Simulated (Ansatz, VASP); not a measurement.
## Sn3Se2S in VASP and in Ansatz

```
Sn Se S
1.0
     4.23547    0.00000    0.00000
    -2.11773    3.66802    0.00000
     0.00000    0.00000   10.34156
Sn Se S
3 2 1
Direct
  0.66667 0.33333 0.84212
  0.00000 0.00000 0.50000
  0.33333 0.66667 0.15788
  0.33333 0.66667 0.67131
  0.66667 0.33333 0.32869
  0.00000 0.00000 0.00000
```

Alike in both runs: functional PBE; k mesh 6 × 6 × 2; occupations gaussian, width 0.1 eV; no spin polarisation.

Ansatz relaxed the structure, and its values are those at the end. VASP's run is a single point on that final structure, the one shown.

|  | VASP | Ansatz |
| --- | --- | --- |
| version | VASP 6.6.1 | Ansatz 0.2.0 |
| potentials or method | VASP PAW PBE potentials, release 64 (Sn_d, Se, S), cutoff 520 eV | scalar-relativistic, plane waves, PAW |
| valence electrons in the cell | 60 | 80 |

|  | VASP | Ansatz | Ansatz less VASP |
| --- | --- | --- | --- |
| gap on the k mesh at the Fermi level (eV) | 0.50 | 0.50 | 0.000 |
| least direct gap on the mesh (eV) | 0.51 | 0.51 | 0.000 |
| pressure (GPa) | -0.2 | -0.1 | +0.02 |
| rms of the force components (eV/Å) | 0.005 | 0.004 | -0.0004 |

With one functional, cell and mesh, what is left measures potentials, basis and numerics. VASP's potentials hold 60 valence electrons a cell and Ansatz's 80, so a difference there can come from the potentials and not from the codes.
